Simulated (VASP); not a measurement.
TiCo2, 3 atoms in the cell. It takes space group P6/mmm (No. 191, hexagonal). The conventional cell has a = 3.935 Å, b = 3.935 Å, c = 2.802 Å, α = 90.00°, β = 90.00°, γ = 120.00°. Ti (site symmetry 6/mmm) has 12 Co at 2.67 Å and 2 Ti at 2.80 Å within 3.5 Å. Within 3.0 Å of Co (site symmetry -6m2) lie 5 Co at 2.27 to 2.80 Å and 6 Ti at 2.67 Å. 

```yaml
Program: VASP 6.6.1
Task: single point
Functional: PBE
Potentials_or_basis: VASP PAW PBE potentials, release 64 (Ti_sv, Co)
Cutoff: 520 eV
k_mesh: 12 × 12 × 16
Occupations: gaussian, width 0.1 eV
Spin: no spin polarisation
Dipole_correction: no
Further_INCAR_settings: ALGO = Fast; EDIFF = 1e-06; NBANDS = 22
```

Potentials or basis: VASP PAW PBE potentials, release 64 (Ti_sv, Co).

Run with:

```bash
$ cat potpaw_PBE.64/Ti_sv/POTCAR potpaw_PBE.64/Co/POTCAR > POTCAR
$ mpirun -np 1 vasp_std > vasp.out
```

Hardware: 1 thread of Intel(R) Xeon(R) Platinum 8259CL CPU @ 2.50GHz (Skylake/Cascade Lake) (shared host).

Estimate the wall time of this run.

It took 5.1 min on 1 thread of Intel(R) Xeon(R) Platinum 8259CL CPU @ 2.50GHz (Skylake/Cascade Lake), with other jobs on the host, peak memory 0.26 GiB. Counts: scf iterations 24, k points 171.
